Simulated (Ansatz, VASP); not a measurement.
Two plane-wave programs on Zn5S

```
Zn S
1.0
     5.48632    0.00000    0.00000
     0.00000    5.48632    0.00000
     0.00000    0.00000    9.24658
Zn S
5 1
Direct
  0.50000 0.50000 0.74687
  0.50000 0.50000 0.25313
  0.00000 0.50000 0.50000
  0.50000 0.00000 0.50000
  0.50000 0.50000 0.00000
  0.50000 0.50000 0.50000
```

Alike in both runs: task relaxation of cell and atoms; functional PBE; k mesh 8 × 8 × 4; occupations gaussian, width 0.1 eV; no spin polarisation.

```csv
,VASP,Ansatz
version,VASP 6.6.1,Ansatz 0.2.0
potentials or method,"VASP PAW PBE potentials, release 64 (Zn, S), cutoff 600 eV","scalar-relativistic, plane waves, PAW"
valence electrons in the cell,66,66
```

```tsv
	VASP	Ansatz	Ansatz less VASP
gap on the k mesh at the Fermi level, each at its own relaxed structure (eV)	1.82	1.86	+0.039
relaxed volume (Å³/atom)	94.79	96.11	+1.313
relaxed length of the cell vector where the two differ most in proportion (Å)	7.915	7.973	+0.0580
```

Noted on VASP's run: the volume moved by over 15 % at a fixed basis, so the end points are rough.
